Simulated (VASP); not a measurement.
# Be (P-3) in VASP: further runs

The runs below take Be through single point, relaxation of cell and atoms, with PBE.

Everything below comes from runs of VASP 6.6.1. Logs are shortened: lines on timing, memory, paths and dates and some standing lists are left out, and cuts for length are marked.

## 1. The cell of the first run

Symmetry: P-3, No. 147, trigonal system. Conventional cell: a = 5.069 Å, b = 5.069 Å, c = 2.950 Å, α = 90.00°, β = 90.00°, γ = 120.00°. Within 2.6 Å of Be (site symmetry 1) lie 11 Be at 1.97 to 2.35 Å. Be (site symmetry 3) has 9 Be at 1.97 to 2.01 Å within 2.6 Å.

## 2. Single point, PBE

Contents of INCAR:

```
SYSTEM = Be
PREC = Accurate
ENCUT = 520
EDIFF = 1E-6
ISMEAR = 0
SIGMA = 0.1
LREAL = .FALSE.
LASPH = .TRUE.
NELM = 60
ALGO = Normal
ISIF = 2
LWAVE = .FALSE.
LCHARG = .FALSE.
GGA = PE
NBANDS = 18
```

Contents of KPOINTS:

```
Automatic mesh
0
G
  6 6 6
  0 0 0
```

Contents of POSCAR:

```
Be
1.0
    5.0693897400      0.0000000000      0.0000000000
   -2.5346948700      4.3902203000      0.0000000000
    0.0000000000      0.0000000000      2.9500158300
Be
8
Direct
    0.9187999900      0.6086000000      0.2460000100
    0.6898000100      0.0812000100      0.2460000100
    0.3914000000      0.3101999900      0.2460000100
    0.0812000100      0.3914000000      0.7539999900
    0.3101999900      0.9187999900      0.7539999900
    0.6086000000      0.6898000100      0.7539999900
    0.3333333300      0.6666666700      0.2477000100
    0.6666666700      0.3333333300      0.7522999900
```

Potentials or basis: VASP PAW PBE potentials, release 64 (Be).

On the command line:

```bash
$ cat potpaw_PBE.64/Be/POTCAR > POTCAR
$ mpirun -np 1 vasp_std > vasp.out
```

OUTCAR:

```text
SYSTEM = Be
   PREC = Accurate
   ENCUT = 520
   EDIFF = 1E-6
   ISMEAR = 0
   LREAL = .FALSE.
   LASPH = .TRUE.
   NELM = 60
   ISIF = 2
   GGA = PE

 ion  position               nearest neighbor table
   1  0.919  0.609  0.246-   7 1.97   8 1.98   8 2.01   4 2.21   4 2.25   3 2.32   2 2.32   6 2.32
                             5 2.32   6 2.35   5 2.35
   2  0.690  0.081  0.246-   7 1.97   8 1.98   8 2.01   5 2.21   5 2.25   3 2.32   1 2.32   4 2.32
                             6 2.32   4 2.35   6 2.35
   3  0.391  0.310  0.246-   7 1.97   8 1.98   8 2.01   6 2.21   6 2.25   2 2.32   1 2.32   4 2.32
                             5 2.32   4 2.35   5 2.35
   4  0.081  0.391  0.754-   8 1.97   7 1.98   7 2.01   1 2.21   1 2.25   6 2.32   5 2.32   3 2.32
                             2 2.32   3 2.35   2 2.35
   5  0.310  0.919  0.754-   8 1.97   7 1.98   7 2.01   2 2.21   2 2.25   6 2.32   4 2.32   1 2.32
                             3 2.32   1 2.35   3 2.35
   6  0.609  0.690  0.754-   8 1.97   7 1.98   7 2.01   3 2.21   3 2.25   5 2.32   4 2.32   1 2.32
                             2 2.32   1 2.35   2 2.35
   7  0.333  0.667  0.248-   1 1.97   2 1.97   3 1.97   5 1.98   4 1.98   6 1.98   5 2.01   4 2.01
                             6 2.01
   8  0.667  0.333  0.752-   4 1.97   5 1.97   6 1.97   2 1.98   1 1.98   3 1.98   2 2.01   1 2.01
                             3 2.01

  LATTYP: Found a hexagonal cell.
 ALAT       =     5.0693897400
 C/A-ratio  =     0.5819272104

  Lattice vectors:

 A1 = (   5.0693897400,   0.0000000000,   0.0000000000)
 A2 = (  -2.5346948700,   4.3902203000,   0.0000000000)
 A3 = (   0.0000000000,   0.0000000000,   2.9500158300)

Analysis of symmetry for initial positions (statically):
=====================================================================
 Subroutine PRICEL returns:
 Original cell was already a primitive cell.

 Routine SETGRP: Setting up the symmetry group for a
 hexagonal supercell.

 Subroutine GETGRP returns: Found  6 space group operations
 (whereof  6 operations were pure point group operations)
 out of a pool of 24 trial point group operations.

The static configuration has the point symmetry S_6 .

Analysis of symmetry for dynamics (positions and initial velocities):
=====================================================================
 Subroutine PRICEL returns:
 Original cell was already a primitive cell.

 Routine SETGRP: Setting up the symmetry group for a
 hexagonal supercell.

 Subroutine GETGRP returns: Found  6 space group operations
 (whereof  6 operations were pure point group operations)
 out of a pool of 24 trial point group operations.

The dynamic configuration has the point symmetry S_6 .

[... 121 lines left out ...]
   NELECT =      16.0000    total number of electrons
   NUPDOWN=      -1.0000    fix difference up-down
   EMIN   =  10.00;   EMAX   =-10.00  energy-range for DOS
   EFERMI =   0.00;   METHOD = LEGACY
   ISMEAR =     0;   SIGMA  =   0.10  broadening in eV -4-tet -1-fermi 0-gaus
   EFERMI_NEDOS =   21; number of points for ismear=-14 and -15
   IALGO  =     38    algorithm
   IMIX   =      4    mixing-type and parameters
     AMIX     =   0.40;   BMIX     =  1.00
     AMIX_MAG =   1.60;   BMIX_MAG =  1.00
  volume/ion in A,a.u.               =       8.21        55.38
  Fermi-wavevector in a.u.,A,eV,Ry     =   1.022569  1.932376 14.226902  1.045648
  Thomas-Fermi vector in A             =   2.156256
   LORBIT       =      0    0 simple, 1 ext, 2 COOP (PROOUT), +10 PAW based schemes
   GGA     = PE    functional components
   LHFCALC =     F    Hartree Fock is set to
   AEXX    =    0.0000 exact exchange contribution
   IVDW    =     0    specifies the selected vdW correction
   LEPSILON=     F    determine dielectric tensor
   LRPA    =     F    only Hartree local field effects (RPA)
 non-spin polarized calculation
 Gauss-broadening in eV      SIGMA  =   0.10
  energy-cutoff  :      520.00
  volume of cell :       65.65
 maximum number of plane-waves:      1798
 NGX is ok and might be reduce to    40
   NGX = 19   NGY = 19   NGZ = 11

 number of electron      16.0000000 magnetization

 Free energy of the ion-electron system (eV)
  ---------------------------------------------------
  ext. energy  EPLUGINS =         0.00000000
  ---------------------------------------------------
  free energy    TOTEN  =       -26.72841166 eV

  energy without entropy =      -26.72526123  energy(sigma->0) =      -26.72683644

 E-fermi :   6.4066     XC(G=0): -10.3393

 val. band max:        6.3977024619   @ k =  -0.3333  -0.3333   0.1667
 cond. band min:       6.5902003852   @ k =  -0.1667   0.5000   0.1667
 fundamental gap:      0.1924979233
 Fermi energy:         6.4066021131

 k-point     1 :       0.0000    0.0000    0.0000
  band No.  band energies     occupation
      1      -4.6615      2.00000
      2       0.1838      2.00000
      3       0.2220      2.00000
      4       0.2220      2.00000
      5       2.1747      2.00000
      6       2.1747      2.00000
[... 481 lines left out ...]
      5       2.1387      2.00000
      6       2.9849      2.00000
[... 10 lines left out ...]
     17      16.2593      0.00000
     18      16.4382      0.00000

 [... further k-points ...]

------------------------ aborting loop because EDIFF is reached ----------------------------------------

  FORCE on cell =-STRESS in cart. coord.  units (eV):
  Direction    XX          YY          ZZ          XY          YZ          ZX
  --------------------------------------------------------------------------------------
  -------------------------------------------------------------------------------------
  Total        4.5477972      4.5477972      9.0559569     -0.0000015      0.0000000      0.0000000
  in kB      110.9801562    110.9801564    220.9930360     -0.0000357      0.0000000      0.0000000
  external PRESSURE =     147.6511162 kB  Pullay stress =       0.0000000 kB

 VOLUME and BASIS-vectors are now :
 -----------------------------------------------------------------------------
  energy-cutoff  :      520.00
  volume of cell :       65.65
      direct lattice vectors                 reciprocal lattice vectors
     5.069389740  0.000000000  0.000000000     0.197262403  0.113889501  0.000000000
    -2.534694870  4.390220300  0.000000000     0.000000000  0.227779002  0.000000000
     0.000000000  0.000000000  2.950015830     0.000000000  0.000000000  0.338981232

 POSITION                                       TOTAL-FORCE (eV/Angst)
 -----------------------------------------------------------------------------------
      3.11514      2.67189      0.72570        -1.072494      0.325771      0.163863
      3.29105      0.35649      0.72570         0.818373      0.765921      0.163863
      1.19790      1.36185      0.72570         0.254121     -1.091692      0.163863
     -0.58045      1.71833      2.22431         1.072494     -0.325771     -0.163863
     -0.75635      4.03373      2.22431        -0.818373     -0.765921     -0.163863
      1.33680      3.02837      2.22431        -0.254121      1.091692     -0.163863
     -0.00000      2.92681      0.73072         0.000000      0.000000      0.295286
      2.53469      1.46341      2.21930         0.000000      0.000000     -0.295286
 -----------------------------------------------------------------------------------
    total drift:                                0.000000     -0.000000     -0.000000

  FREE ENERGIE OF THE ION-ELECTRON SYSTEM (eV)
  ---------------------------------------------------
  free  energy   TOTEN  =       -26.7284116602 eV

  energy  without entropy=      -26.7252612287  energy(sigma->0) =      -26.72683644
```

Wall time 31 s (1 thread of Intel Xeon Platinum 8375C at 2.90GHz (Ice Lake), shared host); peak memory 0.19 GiB.

What came out:

```yaml
Free_energy: -26.7284 eV
Pressure: 14.8 GPa
Largest_force: 1.133 eV/Å
Band_gap_on_the_k_mesh: zero (bands 8 and 9 overlap by 2.19 eV)
```

Forces in eV/Å, atoms in the order of the input:
```
Be  -1.072  0.326  0.164
Be   0.818  0.766  0.164
Be   0.254 -1.092  0.164
Be   1.072 -0.326 -0.164
Be  -0.818 -0.766 -0.164
Be  -0.254  1.092 -0.164
Be   0.000  0.000  0.295
Be   0.000  0.000 -0.295
```

Caveat: the stress differs along the axes, from 11 to 22 GPa; forces of over 1 eV/Å act on the atoms, so gaps and moduli don't describe the material at rest.

## 3. Relaxation of cell and atoms, PBE

Contents of INCAR:

```
ALGO     = Normal         # electronic algorithm
EDIFF    = 1E-6           # SCF threshold, eV
EDIFFG   = -0.04          # ionic threshold
ENCUT    = 600            # plane-wave cutoff, eV
GGA      = PE             # functional
IBRION   = 2              # ionic algorithm
ISIF     = 3              # what is computed and relaxed
ISMEAR   = 0              # smearing method
LASPH    = True           # aspherical terms in the spheres
LCHARG   = False          # write CHGCAR
LREAL    = False          # projectors in reciprocal space
LWAVE    = False          # write WAVECAR
NELM     = 100            # most SCF steps
NSW      = 90             # ionic steps
PREC     = Accurate       # precision mode
SIGMA    = 0.1            # smearing width, eV
```

Contents of KPOINTS:

```
k-points
0
Gamma
  6 6 6
```

POSCAR is that of step 2.

Potentials or basis: VASP PAW PBE potentials, release 64 (Be).

On the command line:

```bash
$ cat potpaw_PBE.64/Be/POTCAR > POTCAR
$ mpirun -np 1 vasp_std > vasp.out
```

Wall time 5.5 min (1 thread of Intel Xeon Platinum 8375C at 2.90GHz (Ice Lake), shared host); peak memory 0.2 GiB.

It converged, with:

| Item | Value |
| --- | --- |
| Free energy | -30.1503 eV |
| Relaxed volume | 7.91 Å³/atom |
| Relaxed cell | a = 4.527 Å, b = 4.527 Å, c = 3.564 Å, α = 90.00°, β = 90.00°, γ = 120.00° |
| Space group after relaxing (to 0.1 Å) | P6_3/mmc (No. 194) |
| Energy gained by relaxing | 427.7 meV/atom |
| Ionic steps | 21 |
| Pressure after relaxing | 0.1 GPa |
| Largest force after relaxing | 0.028 eV/Å |
| Band gap on the k mesh | zero (bands 8 and 9 overlap by 1.91 eV) |

Forces on the atoms (eV/Å):
```
Be  -0.015 -0.022 -0.010
Be  -0.011  0.024 -0.010
Be   0.027 -0.002 -0.010
Be   0.015  0.022  0.010
Be   0.011 -0.024  0.010
Be  -0.027  0.002  0.010
Be   0.000  0.000  0.027
Be   0.000  0.000 -0.027
```

Step by step:
```
step  energy change (eV)  largest force (eV/Å)  pressure (GPa)  volume (Å³)
   1              0.0000                1.1325           14.77        65.65
   2             -0.6645                0.5952           -0.37        73.09
   3             -0.7099                0.4832           -4.99        76.32
   4             -1.0221                0.4264           -5.09        75.53
   5             -1.4871                1.0575           -3.97        72.52
   6             -1.7653                1.2146           -3.22        70.51
   7             -2.6248                1.4177            1.03        64.54
   8             -0.3484                1.8755           38.60        52.96
   9             -2.5893                1.5161            4.46        62.62
  10             -2.3734                0.5364           17.09        57.23
  11             -2.6656                1.3736            7.91        60.72
  12             -2.9600                0.7635            7.35        60.31
  13             -3.0690                0.0759            7.74        59.87
  14             -3.2415                0.0896            5.02        60.86
  15             -3.4141                0.1122           -0.60        63.66
  16             -3.4161                0.1110           -0.17        63.40
  17             -3.4160                0.1107           -0.05        63.33
  18             -3.4180                0.0895            0.00        63.30
  19             -3.4211                0.0494            0.18        63.21
  20             -3.4213                0.0404            0.22        63.19
  21             -3.4218                0.0283            0.08        63.26
```

Final structure:
```
Be
1.0
     4.52748    0.00000    0.00000
    -2.26374    3.92091    0.00000
     0.00000    0.00000    3.56380
Be
8
Direct
  0.83417 0.66711 0.25044
  0.83295 0.16583 0.25044
  0.33289 0.16705 0.25044
  0.16583 0.33289 0.74956
  0.16705 0.83417 0.74956
  0.66711 0.83295 0.74956
  0.33333 0.66667 0.24870
  0.66667 0.33333 0.75130
```

Levels at points of the mesh, in eV from the Fermi level:
```
           k point  band 6  band 7  band 8  band 9  band 10  band 11
(0.00, 0.00, 0.00)   -3.56   -3.56   -3.54    0.69     3.21     3.21
(0.50, 0.00, 0.00)   -2.51    0.37    0.39    0.89     0.90     1.47
(0.00, 0.00, 0.50)   -4.04   -4.04   -4.04    1.15     1.15     1.15
(0.50, 0.00, 0.50)   -4.32   -4.32   -4.31    3.14     3.14     3.15
```

Caveat: a cell axis changed by over 15 % at a fixed basis, so the end point is rough.

The gap in the log of VASP goes by the Fermi energy; the results here count the filled bands.